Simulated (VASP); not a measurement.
Write the native input for VASP 6.6.1 that does the following.

* Task: single point
* Functional: PBE
* Potentials or basis: VASP PAW PBE potentials, release 64 (Pb_d, Te)
* Cutoff: 520 eV
* k mesh: 11 × 11 × 11
* Occupations: fermi-dirac, width 0.1 eV
* Spin: no spin polarisation
* Dipole correction: no
* Further INCAR settings: ALGO = Normal; EDIFF = 1e-06; NBANDS = 17

The structure of TePb (CsCl type) lies in POSCAR:

```
TePb
1.0
    3.4438078224      0.0000000000      0.0000000000
    0.0000000000      3.4438078224      0.0000000000
    0.0000000000      0.0000000000      3.4438078224
Pb Te
1 1
Direct
    0.0000000000      0.0000000000      0.0000000000
    0.5000000000      0.5000000000      0.5000000000
```

This cell differs from its parent crystal: volume scaled by 0.64.

The input as run:

INCAR

```
ALGO     = Normal         # electronic algorithm
EDIFF    = 1E-6           # SCF threshold, eV
ENCUT    = 520            # plane-wave cutoff, eV
GGA      = PE             # functional
ISIF     = 2              # what is computed and relaxed
ISMEAR   = -1             # smearing method
LASPH    = True           # aspherical terms in the spheres
LCHARG   = False          # write CHGCAR
LREAL    = False          # projectors in reciprocal space
LWAVE    = False          # write WAVECAR
NBANDS   = 17             # bands
NELM     = 100            # most SCF steps
PREC     = Accurate       # precision mode
SIGMA    = 0.1            # smearing width, eV
```

KPOINTS

```
k-points
0
Gamma
  11 11 11
```

Potentials or basis: VASP PAW PBE potentials, release 64 (Pb_d, Te).

Run with:

```bash
$ cat potpaw_PBE.64/Pb_d/POTCAR potpaw_PBE.64/Te/POTCAR > POTCAR
$ mpirun -np 1 vasp_std > vasp.out
```

Results of the run:

| Property | Result |
| --- | --- |
| Pressure | 49.3 GPa |
| Band gap on the k mesh | zero (band 10 reaches 14.01 eV, above the bottom of band 11 at 10.39 eV) |

Caveat: spin-orbit coupling is left out, which moves the levels of the heavy elements.

It took 19 s on 1 thread of AMD EPYC 9R45 96-Core Processor (Zen 5), on a shared host, peak memory 0.15 GiB.
